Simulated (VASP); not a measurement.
# Mg2Ge2N (P4mm) in VASP: a series of runs

The runs below take Mg2Ge2N through single point, relaxation of cell and atoms, with PBE.

Program: VASP 6.6.1. These are calculated values, not measurements. Logs are shortened: lines on timing, memory, paths and dates and some standing lists are left out, and cuts for length are marked.

## Step 1: The cell of the first run

Symmetry: P4mm, No. 99, tetragonal system. The conventional cell has a = 3.823 Å, b = 3.823 Å, c = 6.337 Å, α = 90.00°, β = 90.00°, γ = 90.00°. Within 2.7 Å of Mg (site symmetry 2mm) lie 2 Ge at 2.03 Å. Ge (site symmetry 4mm) has 1 Ge at 2.65 Å and 4 N at 2.74 Å within 3.5 Å. Ge (site symmetry 4mm) has 4 Mg at 2.03 Å and 1 Ge at 2.65 Å within 2.7 Å. Within 3.6 Å of N (site symmetry 4mm) lie 8 Ge at 2.74 to 3.49 Å and 4 Mg at 3.46 Å.

## Step 2: Single point, PBE

The input, INCAR:

```
ALGO = Normal ; EDIFF = 1E-7
ENCUT = 520 ; GGA = PE
ISIF = 2 ; ISMEAR = 0
LASPH = True ; LCHARG = True
LELF = True ; LREAL = False
LVHAR = True ; LWAVE = False
NBANDS = 26 ; NELM = 100
PREC = Accurate ; SIGMA = 0.1
```

The input, KPOINTS:

```
k-points
0
Gamma
  4 4 4
```

The input, POSCAR:

```
Mg2Ge2N
1.0
    3.8227930700      0.0000000000      0.0000000000
    0.0000000000      3.8227930700      0.0000000000
    0.0000000000      0.0000000000      6.3373474700
Mg Ge N
2 2 1
Direct
    0.5000000000      0.0000000000      0.7384915000
    0.0000000000      0.5000000000      0.7384915000
    0.0000000000      0.0000000000      0.2634409000
    0.0000000000      0.0000000000      0.8451109200
    0.5000000000      0.5000000000      0.1936715300
```

Potentials or basis: VASP PAW PBE potentials, release 64 (Mg, Ge_d, N).

On the command line:

```
cat potpaw_PBE.64/Mg/POTCAR potpaw_PBE.64/Ge_d/POTCAR potpaw_PBE.64/N/POTCAR > POTCAR
mpirun -np 1 vasp_std > vasp.out
```

OUTCAR:

```text
EDIFF = 1E-7
   ENCUT = 520
   GGA = PE
   ISIF = 2
   ISMEAR = 0
   LASPH = True
   LREAL = False
   NELM = 100
   PREC = Accurate

 ion  position               nearest neighbor table
   1  0.500  0.000  0.738-   4 2.03   4 2.03   2 2.70   2 2.70   2 2.70   2 2.70
   2  0.000  0.500  0.738-   4 2.03   4 2.03   1 2.70   1 2.70   1 2.70   1 2.70
   3  0.000  0.000  0.263-   4 2.65
   4  0.000  0.000  0.845-   1 2.03   2 2.03   2 2.03   1 2.03   3 2.65
   5  0.500  0.500  0.194-

  LATTYP: Found a simple tetragonal cell.
 ALAT       =     3.8227930700
 C/A-ratio  =     1.6577793655

  Lattice vectors:

 A1 = (   3.8227930700,   0.0000000000,   0.0000000000)
 A2 = (   0.0000000000,   3.8227930700,   0.0000000000)
 A3 = (   0.0000000000,   0.0000000000,   6.3373474700)

Analysis of symmetry for initial positions (statically):
=====================================================================
 Subroutine PRICEL returns:
 Original cell was already a primitive cell.

 Routine SETGRP: Setting up the symmetry group for a
 simple tetragonal supercell.

 Subroutine GETGRP returns: Found  8 space group operations
 (whereof  8 operations were pure point group operations)
 out of a pool of 16 trial point group operations.

The static configuration has the point symmetry C_4v.

Analysis of symmetry for dynamics (positions and initial velocities):
=====================================================================
 Subroutine PRICEL returns:
 Original cell was already a primitive cell.

 Routine SETGRP: Setting up the symmetry group for a
 simple tetragonal supercell.

 Subroutine GETGRP returns: Found  8 space group operations
 (whereof  8 operations were pure point group operations)
 out of a pool of 16 trial point group operations.

The dynamic configuration has the point symmetry C_4v.

 Subroutine INISYM returns: Found  8 space group operations
 (whereof  8 operations are pure point group operations),
 and found     1 'primitive' translations

----------------------------------------------------------------------------------------

                                     Primitive cell

  volume of cell :      92.6124

  direct lattice vectors                    reciprocal lattice vectors
     3.822793070  0.000000000  0.000000000     0.261588839  0.000000000  0.000000000
     0.000000000  3.822793070  0.000000000     0.000000000  0.261588839  0.000000000
     0.000000000  0.000000000  6.337347470     0.000000000  0.000000000  0.157794725

  length of vectors
     3.822793070  3.822793070  6.337347470     0.261588839  0.261588839  0.157794725

  position of ions in fractional coordinates (direct lattice)
     0.500000000  0.000000000  0.738491500
     0.000000000  0.500000000  0.738491500
     0.000000000  0.000000000  0.263440900
     0.000000000  0.000000000  0.845110920
     0.500000000  0.500000000  0.193671530

  ion indices of the primitive-cell ions
   primitive index   ion index
                 1           1
                 2           2
                 3           3
                 4           4
                 5           5

----------------------------------------------------------------------------------------

 KPOINTS: k-points

Automatic generation of k-mesh.
 Grid dimensions read from file:
 generate k-points for:    4    4    4

 Generating k-lattice:

  Cartesian coordinates                     Fractional coordinates (reciprocal lattice)
     0.065397210  0.000000000  0.000000000     0.250000000  0.000000000  0.000000000
     0.000000000  0.065397210  0.000000000     0.000000000  0.250000000  0.000000000
     0.000000000  0.000000000  0.039448681     0.000000000  0.000000000  0.250000000

  Length of vectors
     0.065397210  0.065397210  0.039448681

  Shift w.r.t. Gamma in fractional coordinates (k-lattice)
     0.000000000  0.000000000  0.000000000

 Subroutine IBZKPT returns following result:
 ===========================================

 Found     18 irreducible k-points:

 Following reciprocal coordinates:
            Coordinates               Weight
  0.000000  0.000000  0.000000      1.000000
  0.250000  0.000000  0.000000      4.000000
  0.500000  0.000000  0.000000      2.000000
  0.250000  0.250000  0.000000      4.000000
  0.500000  0.250000  0.000000      4.000000
  0.500000  0.500000  0.000000      1.000000
[... 10 lines left out ...]
  0.500000  0.250000  0.500000      4.000000
  0.500000  0.500000  0.500000      1.000000
   k-points           NKPTS =     18   k-points in BZ     NKDIM =     18   number of bands    NBANDS=     26
   number of dos      NEDOS =    301   number of ions     NIONS =      5
   total plane-waves  NPLWV =  37632
   dimension x,y,z NGX =    28 NGY =   28 NGZ =   48
   dimension x,y,z NGXF=    56 NGYF=   56 NGZF=   96
   ions per type =               2   2   1
   NGX,Y,Z   is equivalent  to a cutoff of  12.18, 12.18, 12.59 a.u.
   NGXF,Y,Z  is equivalent  to a cutoff of  24.35, 24.35, 25.18 a.u.
 SYSTEM =  unknown system
   PREC   = accura    normal or accurate (medium, high low for compatibility)
   ISTART =      0    job   : 0-new  1-cont  2-samecut
   ICHARG =      2    charge: 1-file 2-atom 10-const
   ISPIN  =      1    spin polarized calculation?
   LNONCOLLINEAR =      F non collinear calculations
   LSORBIT =      F    spin-orbit coupling
   LASPH  =      T    aspherical Exc in radial PAW
   ENCUT  =  520.0 eV  38.22 Ry    6.18 a.u.   7.11  7.11 11.78*2*pi/ulx,y,z
   NELM   =    100;   NELMIN=  2; NELMDL= -5     # of ELM steps
   EDIFF  = 0.1E-06   stopping-criterion for ELM
   LREAL  =      F    real-space projection
   EDIFFG = 0.1E-05   stopping-criterion for IOM
   NSW    =      0    number of steps for IOM
   IBRION =     -1    ionic relax: 0-MD 1-quasi-New 2-CG
   NFREE  =      0    steps in history (QN), initial steepest desc. (CG)
   ISIF   =      2    stress and relaxation
   ISYM   =      2    0-nonsym 1-usesym 2-fastsym
   POTIM  = 0.5000    time-step for ionic-motion
   TEBEG  =    0.0;   TEEND  =   0.0 temperature during run
   PSTRESS=    0.0 pullay stress
   NELECT =      37.0000    total number of electrons
   NUPDOWN=      -1.0000    fix difference up-down
   EMIN   =  10.00;   EMAX   =-10.00  energy-range for DOS
   EFERMI =   0.00;   METHOD = LEGACY
   ISMEAR =     0;   SIGMA  =   0.10  broadening in eV -4-tet -1-fermi 0-gaus
   EFERMI_NEDOS =   21; number of points for ismear=-14 and -15
   IALGO  =     38    algorithm
   IMIX   =      4    mixing-type and parameters
     AMIX     =   0.40;   BMIX     =  1.00
     AMIX_MAG =   1.60;   BMIX_MAG =  1.00
  volume/ion in A,a.u.               =      18.52       125.00
  Fermi-wavevector in a.u.,A,eV,Ry     =   1.205736  2.278511 19.780153  1.453800
  Thomas-Fermi vector in A             =   2.341424
   LORBIT       =      0    0 simple, 1 ext, 2 COOP (PROOUT), +10 PAW based schemes
   GGA     = PE    functional components
   LHFCALC =     F    Hartree Fock is set to
   AEXX    =    0.0000 exact exchange contribution
   IVDW    =     0    specifies the selected vdW correction
   LEPSILON=     F    determine dielectric tensor
   LRPA    =     F    only Hartree local field effects (RPA)
 non-spin polarized calculation
 Gauss-broadening in eV      SIGMA  =   0.10
  energy-cutoff  :      520.00
  volume of cell :       92.61
 maximum number of plane-waves:      2524
   NGX = 15   NGY = 15   NGZ = 23

 number of electron      36.9999994 magnetization

 Free energy of the ion-electron system (eV)
  ---------------------------------------------------
  ext. energy  EPLUGINS =         0.00000000
  ---------------------------------------------------
  free energy    TOTEN  =        -8.69636656 eV

  energy without entropy =       -8.67923281  energy(sigma->0) =       -8.68779969

 E-fermi :   3.2975     XC(G=0):  -9.5895

 val. band max:        3.2739509967   @ k =   0.2500   0.0000   0.0000
 cond. band min:       3.3190277474   @ k =   0.2500   0.2500   0.0000
 fundamental gap:      0.0450767507
 Fermi energy:         3.2975408411

 k-point     1 :       0.0000    0.0000    0.0000
  band No.  band energies     occupation
      1     -21.2481      2.00000
      2     -21.2473      2.00000
      3     -21.2364      2.00000
      4     -21.2364      2.00000
      5     -21.2325      2.00000
      6     -20.7735      2.00000
[... 18 lines left out ...]
     25       8.6883      0.00000
     26       9.9270      0.00000

 k-point     2 :       0.2500    0.0000    0.0000
  band No.  band energies     occupation
      1     -21.2477      2.00000
      2     -21.2441      2.00000
      3     -21.2374      2.00000
      4     -21.2363      2.00000
      5     -21.2337      2.00000
      6     -20.7671      2.00000
[... 18 lines left out ...]
     25       9.3710      0.00000
     26       9.4256      0.00000

 k-point     3 :       0.5000    0.0000    0.0000
  band No.  band energies     occupation
      1     -21.2475      2.00000
      2     -21.2406      2.00000
      3     -21.2385      2.00000
      4     -21.2362      2.00000
      5     -21.2349      2.00000
      6     -20.7602      2.00000
[... 18 lines left out ...]
     25       9.0656      0.00000
     26       9.5417      0.00000

 k-point     4 :       0.2500    0.2500    0.0000
  band No.  band energies     occupation
      1     -21.2460      2.00000
      2     -21.2422      2.00000
      3     -21.2374      2.00000
      4     -21.2373      2.00000
      5     -21.2352      2.00000
      6     -20.7605      2.00000
[... 18 lines left out ...]
     25       8.4437      0.00000
     26      10.4977      0.00000

 k-point     5 :       0.5000    0.2500    0.0000
  band No.  band energies     occupation
      1     -21.2453      2.00000
      2     -21.2392      2.00000
      3     -21.2384      2.00000
      4     -21.2372      2.00000
      5     -21.2367      2.00000
      6     -20.7535      2.00000
[... 18 lines left out ...]
     25       8.9960      0.00000
     26      10.7494      0.00000

 k-point     6 :       0.5000    0.5000    0.0000
  band No.  band energies     occupation
      1     -21.2440      2.00000
      2     -21.2386      2.00000
      3     -21.2382      2.00000
      4     -21.2382      2.00000
      5     -21.2369      2.00000
      6     -20.7462      2.00000
[... 253 lines left out ...]
 k-point    15 :       0.5000    0.0000    0.5000
  band No.  band energies     occupation
      1     -21.2465      2.00000
      2     -21.2402      2.00000
      3     -21.2384      2.00000
      4     -21.2360      2.00000
      5     -21.2349      2.00000
      6     -20.7602      2.00000
[... 18 lines left out ...]
     25       8.9298      0.00000
     26       8.9842      0.00000

 k-point    16 :       0.2500    0.2500    0.5000
  band No.  band energies     occupation
      1     -21.2447      2.00000
      2     -21.2422      2.00000
      3     -21.2372      2.00000
      4     -21.2372      2.00000
      5     -21.2352      2.00000
      6     -20.7605      2.00000
[... 18 lines left out ...]
     25       9.7340      0.00000
     26      10.2206      0.00000

 k-point    17 :       0.5000    0.2500    0.5000
  band No.  band energies     occupation
      1     -21.2441      2.00000
      2     -21.2391      2.00000
      3     -21.2382      2.00000
      4     -21.2371      2.00000
      5     -21.2367      2.00000
      6     -20.7535      2.00000
[... 18 lines left out ...]
     25       9.9138      0.00000
     26      10.6625      0.00000

 k-point    18 :       0.5000    0.5000    0.5000
  band No.  band energies     occupation
      1     -21.2427      2.00000
      2     -21.2386      2.00000
      3     -21.2381      2.00000
      4     -21.2381      2.00000
      5     -21.2369      2.00000
      6     -20.7462      2.00000
[... 18 lines left out ...]
     25       9.0978      0.00000
     26       9.0978      0.00000

------------------------ aborting loop because EDIFF is reached ----------------------------------------

  FORCE on cell =-STRESS in cart. coord.  units (eV):
  Direction    XX          YY          ZZ          XY          YZ          ZX
  --------------------------------------------------------------------------------------
  -------------------------------------------------------------------------------------
  Total       25.9424238     25.9424238      1.7092069      0.0000000      0.0000000      0.0000000
  in kB      448.7991572    448.7991572     29.5689644      0.0000000      0.0000000      0.0000000
  external PRESSURE =     309.0557596 kB  Pullay stress =       0.0000000 kB

 VOLUME and BASIS-vectors are now :
 -----------------------------------------------------------------------------
  energy-cutoff  :      520.00
  volume of cell :       92.61
      direct lattice vectors                 reciprocal lattice vectors
     3.822793070  0.000000000  0.000000000     0.261588839  0.000000000  0.000000000
     0.000000000  3.822793070  0.000000000     0.000000000  0.261588839  0.000000000
     0.000000000  0.000000000  6.337347470     0.000000000  0.000000000  0.157794725

 POSITION                                       TOTAL-FORCE (eV/Angst)
 -----------------------------------------------------------------------------------
      1.91140      0.00000      4.68008        -0.000000     -0.000000     -4.185846
      0.00000      1.91140      4.68008        -0.000000      0.000000     -4.185846
      0.00000      0.00000      1.66952        -0.000000     -0.000000     -0.751964
      0.00000      0.00000      5.35576         0.000000     -0.000000      8.299890
      1.91140      1.91140      1.22736        -0.000000     -0.000000      0.823765
 -----------------------------------------------------------------------------------
    total drift:                               -0.000000     -0.000000      0.001616

  FREE ENERGIE OF THE ION-ELECTRON SYSTEM (eV)
  ---------------------------------------------------
  free  energy   TOTEN  =        -8.6963665647 eV

  energy  without entropy=       -8.6792328115  energy(sigma->0) =       -8.68779969
```

Run time: 52 s. Hardware: 1 thread of Intel Xeon Platinum 8259CL at 2.50GHz (Skylake/Cascade Lake), shared host; peak memory 0.2 GiB.

What came out:

| Item | Value |
| --- | --- |
| Free energy | -8.6964 eV |
| Pressure | 30.9 GPa |
| Largest force | 8.300 eV/Å |

Forces on the atoms (eV/Å):
```
Mg   0.000  0.000 -4.186
Mg   0.000  0.000 -4.186
Ge   0.000  0.000 -0.752
Ge   0.000  0.000  8.300
N    0.000  0.000  0.824
```

Caveat: the k points lie up to 0.41 Å⁻¹ apart; forces of over 1 eV/Å act on the atoms, so gaps and moduli don't describe the material at rest.

(Part 1 of 2 ends here.)
